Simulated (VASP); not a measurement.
# Au in VASP: single point with PBE

Aim: the single point of Au with PBE.

Program: VASP 6.6.1. These are calculated values, not measurements. Logs are shortened: lines on timing, memory, paths and dates and some standing lists are left out, and cuts for length are marked.

### Step 1. The cell of the first run

The cell holds a slab with vacuum, 13 atoms: a = 2.940 Å, b = 7.202 Å, c = 25.185 Å, α = 90.00°, β = 90.00°, γ = 90.00°.

### Step 2. Single point, PBE

Contents of INCAR:

```
SYSTEM = Au
PREC = Accurate ; ENCUT = 520
EDIFF = 1E-7 ; ISMEAR = 0
SIGMA = 0.1 ; LREAL = .FALSE.
LASPH = .TRUE. ; NELM = 80
ALGO = Fast ; ISIF = 2
LWAVE = .FALSE. ; LCHARG = .FALSE.
LDIPOL = .TRUE. ; IDIPOL = 3
DIPOL = 0.5 0.5 0.500 ; GGA = PE
NBANDS = 84
```

Contents of KPOINTS:

```
regular mesh
0
G
  12 5 1
  0 0 0
```

Contents of POSCAR:

```
Au
1.0
    2.9402155840      0.0000000000      0.0000000000
    0.0000000000      7.2020279146      0.0000000000
    0.0000000000      0.0000000000     25.1852055535
Au
13
Direct
    0.5000000000      0.6666666667      0.2977938768
    0.0000000000      0.3333333333      0.3314948973
    0.5000000000      0.0000000000      0.3651959179
    0.0000000000      0.6666666667      0.3988969384
    0.5000000000      0.3333333333      0.4325979589
    0.0000000000      0.0000000000      0.4662989795
    0.5000000000      0.6666666667      0.5000000000
    0.0000000000      0.3333333333      0.5337010205
    0.5000000000      0.0000000000      0.5674020411
    0.0000000000      0.6666666667      0.6011030616
    0.5000000000      0.3333333333      0.6348040821
    0.0000000000      0.0000000000      0.6685051027
    0.5000000000      0.6666666667      0.7022061232
```

Potentials or basis: VASP PAW PBE potentials, release 64 (Au).

On the command line:

```
$ cat potpaw_PBE.64/Au/POTCAR > POTCAR
$ mpirun -np 1 vasp_std > vasp.out
```

OUTCAR:

```text
SYSTEM = Au
   PREC = Accurate
   ENCUT = 520
   EDIFF = 1E-7
   ISMEAR = 0
   LREAL = .FALSE.
   LASPH = .TRUE.
   NELM = 80
   ISIF = 2
   GGA = PE

 ion  position               nearest neighbor table
   1  0.500  0.667  0.298-   4 2.94   4 2.94   2 2.94   2 2.94   3 2.94
   2  0.000  0.333  0.331-   5 2.94   5 2.94   1 2.94   1 2.94   3 2.94   3 2.94   4 2.94
   3  0.500  0.000  0.365-   5 2.94   4 2.94   4 2.94   6 2.94   6 2.94   2 2.94   2 2.94   1 2.94

   4  0.000  0.667  0.399-   3 2.94   3 2.94   7 2.94   1 2.94   1 2.94   7 2.94   5 2.94   5 2.94
                             6 2.94   2 2.94
   5  0.500  0.333  0.433-   3 2.94   2 2.94   8 2.94   2 2.94   8 2.94   4 2.94   4 2.94   6 2.94
                             6 2.94   7 2.94
   6  0.000  0.000  0.466-   8 2.94   7 2.94   7 2.94   9 2.94   3 2.94   3 2.94   9 2.94   5 2.94
                             5 2.94   4 2.94
   7  0.500  0.667  0.500-   6 2.94   6 2.94  10 2.94   4 2.94   4 2.94  10 2.94   8 2.94   8 2.94
                             9 2.94   5 2.94
   8  0.000  0.333  0.534-   6 2.94   5 2.94  11 2.94   5 2.94  11 2.94   7 2.94   7 2.94   9 2.94
                             9 2.94  10 2.94
   9  0.500  0.000  0.567-  11 2.94  10 2.94  10 2.94  12 2.94   6 2.94   6 2.94  12 2.94   8 2.94
                             8 2.94   7 2.94
  10  0.000  0.667  0.601-   9 2.94   9 2.94  13 2.94   7 2.94   7 2.94  13 2.94  11 2.94  11 2.94
                            12 2.94   8 2.94
  11  0.500  0.333  0.635-   9 2.94   8 2.94   8 2.94  10 2.94  10 2.94  12 2.94  12 2.94  13 2.94

  12  0.000  0.000  0.669-  13 2.94  13 2.94   9 2.94   9 2.94  11 2.94  11 2.94  10 2.94
  13  0.500  0.667  0.702-  12 2.94  12 2.94  10 2.94  10 2.94  11 2.94

  LATTYP: Found a simple orthorhombic cell.
 ALAT       =     2.9402155840
 B/A-ratio  =     2.4494897428
 C/A-ratio  =     8.5657683370

  Lattice vectors:

 A1 = (   2.9402155840,   0.0000000000,   0.0000000000)
 A2 = (   0.0000000000,   7.2020279146,   0.0000000000)
 A3 = (   0.0000000000,   0.0000000000,  25.1852055535)

Analysis of symmetry for initial positions (statically):
=====================================================================
 Subroutine PRICEL returns:
 Original cell was already a primitive cell.

 Routine SETGRP: Setting up the symmetry group for a
 simple orthorhombic supercell.

 Subroutine GETGRP returns: Found  4 space group operations
 (whereof  2 operations were pure point group operations)
 out of a pool of  8 trial point group operations.

The static configuration has the point symmetry C_1h.
 The point group associated with its full space group is C_2h.

Analysis of symmetry for dynamics (positions and initial velocities):
[... 154 lines left out ...]
   LORBIT       =      0    0 simple, 1 ext, 2 COOP (PROOUT), +10 PAW based schemes
   GGA     = PE    functional components
   LHFCALC =     F    Hartree Fock is set to
   AEXX    =    0.0000 exact exchange contribution
   IVDW    =     0    specifies the selected vdW correction
   LEPSILON=     F    determine dielectric tensor
   LRPA    =     F    only Hartree local field effects (RPA)
 non-spin polarized calculation
 RMM-DIIS sequential band-by-band and
 Gauss-broadening in eV      SIGMA  =   0.10
  energy-cutoff  :      520.00
  volume of cell :      533.31
 maximum number of plane-waves:     14465
 NGX is ok and might be reduce to    24
   NGX = 11   NGY = 27   NGZ = 93

 number of electron     143.0000002 magnetization

 dipolmoment           0.000000      0.000000      0.000000 electrons x Angstroem

 Free energy of the ion-electron system (eV)
  ---------------------------------------------------
  ext. energy  EPLUGINS =         0.00000000
  ---------------------------------------------------
  free energy    TOTEN  =       -39.50581320 eV

  energy without entropy =      -39.48255172  energy(sigma->0) =      -39.49418246

 E-fermi :   0.8554     XC(G=0):  -6.1509

 val. band max:        0.8440487821   @ k =   0.2500   0.0000   0.0000
 cond. band min:       0.8555932374   @ k =   0.1667   0.4000   0.0000
 fundamental gap:      0.0115444553
 Fermi energy:         0.8554294138

 k-point     1 :       0.0000    0.0000    0.0000
  band No.  band energies     occupation
      1      -8.0032      2.00000
      2      -7.0289      2.00000
      3      -5.9409      2.00000
      4      -5.7315      2.00000
      5      -5.7013      2.00000
      6      -5.4807      2.00000
[... 1795 lines left out ...]
     82       5.2876      0.00000
     83       5.9690      0.00000
 [bands above 83 left out]

------------------------ aborting loop because EDIFF is reached ----------------------------------------

 vacuum level on the upper side and lower side of the slab       (xc-potential included)        -0.088        -0.088

  FORCE on cell =-STRESS in cart. coord.  units (eV):
  Direction    XX          YY          ZZ          XY          YZ          ZX
  --------------------------------------------------------------------------------------
  -------------------------------------------------------------------------------------
  Total       -7.1306693     -6.2276909     -2.1816319      0.0000000      0.5092271      0.0000000
  in kB      -21.4220684    -18.7093267     -6.5540929      0.0000000      1.5298281      0.0000000
  external PRESSURE =     -15.5618293 kB  Pullay stress =       0.0000000 kB

 VOLUME and BASIS-vectors are now :
 -----------------------------------------------------------------------------
  energy-cutoff  :      520.00
  volume of cell :      533.31
      direct lattice vectors                 reciprocal lattice vectors
     2.940215584  0.000000000  0.000000000     0.340111115  0.000000000  0.000000000
     0.000000000  7.202027915  0.000000000     0.000000000  0.138849781  0.000000000
     0.000000000  0.000000000 25.185205554     0.000000000  0.000000000  0.039705850

 POSITION                                       TOTAL-FORCE (eV/Angst)
 -----------------------------------------------------------------------------------
      1.47011      4.80135      7.50000         0.000000     -0.187941      0.472490
      0.00000      2.40068      8.34877         0.000000     -0.056720     -0.072756
      1.47011      0.00000      9.19753         0.000000      0.138707     -0.357942
      0.00000      4.80135     10.04630         0.000000      0.217113     -0.065017
      1.47011      2.40068     10.89507         0.000000     -0.053707      0.103424
      0.00000      0.00000     11.74384         0.000000      0.009555      0.130477
      1.47011      4.80135     12.59260         0.000000      0.000000      0.000000
      0.00000      2.40068     13.44137         0.000000     -0.009555     -0.130477
      1.47011      0.00000     14.29014         0.000000      0.053707     -0.103424
      0.00000      4.80135     15.13890         0.000000     -0.217113      0.065017
      1.47011      2.40068     15.98767         0.000000     -0.138707      0.357942
      0.00000      0.00000     16.83644         0.000000      0.056720      0.072756
      1.47011      4.80135     17.68521         0.000000      0.187941     -0.472490
 -----------------------------------------------------------------------------------
    total drift:                                0.000000     -0.000001      0.000000

  FREE ENERGIE OF THE ION-ELECTRON SYSTEM (eV)
  ---------------------------------------------------
  free  energy   TOTEN  =       -39.5058131965 eV

  energy  without entropy=      -39.4825517229  energy(sigma->0) =      -39.49418246

 vacuum level on the upper side and lower side of the slab         5.861         5.861
```

OSZICAR:

```text
N       E                     dE             d eps       ncg     rms          rms(c)
DAV:   1     0.975048664512E+03    0.97505E+03   -0.65510E+04  3528   0.148E+03
DAV:   2     0.154414021046E+02   -0.95961E+03   -0.89527E+03  4052   0.302E+02
DAV:   3    -0.409697052076E+02   -0.56411E+02   -0.52823E+02  4052   0.632E+01
[... 17 lines left out ...]
RMM:  21    -0.395058116996E+02   -0.97283E-06   -0.56080E-08  2101   0.467E-04    0.164E-04
RMM:  22    -0.395058123771E+02   -0.67755E-06   -0.14664E-08  1133   0.290E-04    0.129E-04
RMM:  23    -0.395058128692E+02   -0.49203E-06   -0.15835E-08  1054   0.279E-04    0.103E-04
RMM:  24    -0.395058131148E+02   -0.24563E-06   -0.43413E-09   751   0.252E-04    0.550E-05
RMM:  25    -0.395058131965E+02   -0.81747E-07   -0.17845E-09   610   0.232E-04
   1 F= -.39505813E+02 E0= -.39494182E+02  d E =-.232615E-01
```

It took 33 min on 1 thread of Oxide Virtual Turin-like, shared host; peak memory 0.9 GiB.

Results:

| Property | Result |
| --- | --- |
| Free energy | -39.5058 eV |
| Largest force | 0.508 eV/Å |
| Band gap on the k mesh | zero (an odd number of electrons rules out a gap without spin polarisation) |

Forces in eV/Å, atoms in the order of the input:
```
Au   0.000 -0.188  0.472
Au   0.000 -0.057 -0.073
Au   0.000  0.139 -0.358
Au   0.000  0.217 -0.065
Au   0.000 -0.054  0.103
Au   0.000  0.010  0.130
Au   0.000  0.000  0.000
Au   0.000 -0.010 -0.130
Au   0.000  0.054 -0.103
Au   0.000 -0.217  0.065
Au   0.000 -0.139  0.358
Au   0.000  0.057  0.073
Au   0.000  0.188 -0.472
```

Levels at points of the mesh, in eV from the Fermi level:
```
           k point  band 70  band 71  band 72  band 73  band 74  band 75
(0.00, 0.00, 0.00)    -1.60    -1.55    -1.24    -1.17    -0.72    -0.22
(0.50, 0.00, 0.00)     1.24     1.37     1.72     1.80     2.27     2.31
```

Caveat: spin-orbit coupling is left out, which moves the levels of the heavy elements.
